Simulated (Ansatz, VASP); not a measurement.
One calculation of CdSe, two programs

```
CELL_PARAMETERS angstrom
0.00181 3.04774 2.99121
3.01215 0.00181 2.99121
3.01396 3.04955 0.00000
ATOMIC_POSITIONS crystal
Cd 0.98371 0.98371 0.01629
Se 0.76629 0.76629 0.73371
```

Alike in both runs: task single point; functional PBE; k mesh 10 × 10 × 10; occupations gaussian, width 0.05 eV; no spin polarisation.

|  | VASP | Ansatz |
| --- | --- | --- |
| version | VASP 6.6.1 | Ansatz 0.2.0 |
| potentials or method | VASP PAW PBE potentials, release 64 (Cd, Se), cutoff 520 eV | scalar-relativistic, plane waves, PAW |
| valence electrons in the cell | 18 | 36 |

Ansatz gave:

```
gap on the k mesh at the Fermi level (eV)                     : 0.66
least direct gap on the mesh (eV)                             : 0.66
pressure (GPa)                                                : 5.1
traceless stress, the component that is largest in VASP (GPa) : 4.37
rms of the force components (eV/Å)                            : 0.580
```

Question: Estimate VASP's values.

Answer: gap on the k mesh at the Fermi level (eV): 0.66; least direct gap on the mesh (eV): 0.66; pressure (GPa): 5.5; traceless stress, the component that is largest in VASP (GPa): 4.54; rms of the force components (eV/Å): 0.598.

Atom by atom the forces differ by 0.018 eV/Å (rms over components). With one functional, cell and mesh, what is left measures potentials, basis and numerics. VASP's potentials hold 18 valence electrons a cell and Ansatz's 36, so a difference there can come from the potentials and not from the codes.
